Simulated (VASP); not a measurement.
Write the native input for VASP 6.6.1 that does the following.

- Task: single point
- Functional: r2SCAN
- Potentials or basis: VASP PAW PBE potentials, release 64 (B, N)
- Cutoff: 660 eV
- k mesh: 12 × 12 × 12
- Occupations: gaussian, width 0.01 eV
- Spin: no spin polarisation
- Dipole correction: no
- Further INCAR settings: ALGO = Normal; EDIFF = 1e-06; NBANDS = 11

BN:

```
B N
1.0
     0.01851    1.74583    1.74583
     1.74583    0.01851    1.74583
     1.76433    1.76433    0.00000
B N
1 1
Direct
  0.00000 0.00000 0.00000
  0.50000 0.50000 0.50000
```

This cell differs from its parent crystal: shear xy strain +2.1%.

The input as run:

POSCAR

```
BN
1.0
    0.0185057549      1.7458259350      1.7458259350
    1.7458259350      0.0185057549      1.7458259350
    1.7643316899      1.7643316899      0.0000000000
B N
1 1
Direct
    0.0000000000      0.0000000000      0.0000000000
    0.5000000000      0.5000000000      0.5000000000
```

INCAR.step1

```
SYSTEM = BN
  PREC = Accurate
  ENCUT = 660
  ISMEAR = 0
  SIGMA = 0.01
  LREAL = .FALSE.
  LASPH = .TRUE.
  NELM = 120
  NBANDS = 11
  GGA = PE
  ALGO = Normal
  EDIFF = 1E-5
  LWAVE = .TRUE.
  LCHARG = .FALSE.
  GGA_COMPAT = .FALSE.
```

INCAR.step2

```
SYSTEM = BN
  PREC = Accurate
  ENCUT = 660
  EDIFF = 1E-6
  ISMEAR = 0
  SIGMA = 0.01
  LREAL = .FALSE.
  LASPH = .TRUE.
  NELM = 120
  ALGO = Normal
  ISIF = 2
  LWAVE = .FALSE.
  LCHARG = .TRUE.
  METAGGA = R2SCAN
  LMIXTAU = .TRUE.
  LELF = .TRUE.
  LVHAR = .TRUE.
  NBANDS = 11
  ISTART = 1
  GGA_COMPAT = .FALSE.
```

KPOINTS

```
regular mesh
0
G
  12 12 12
  0 0 0
```

Potentials or basis: VASP PAW PBE potentials, release 64 (B, N).

Run with:

```console
$ cat potpaw_PBE.64/B/POTCAR potpaw_PBE.64/N/POTCAR > POTCAR
$ cp INCAR.step1 INCAR
$ mpirun -np 1 vasp_std > vasp.out
$ cp INCAR.step2 INCAR
$ mpirun -np 1 vasp_std > vasp.out
```

It gave:

```
Pressure               : 0.6 GPa
Band gap on the k mesh : 1.12 eV (least direct gap 6.31 eV)
```

Caveat: the cell differs from its parent crystal (shear xy strain +2.1%); the PAW data sets were made with another functional, which shifts forces and pressure a little.

It took 110 s on 1 thread of Intel(R) Xeon(R) Platinum 8259CL CPU @ 2.50GHz (Skylake/Cascade Lake), with other jobs on the host, peak memory 0.17 GiB.
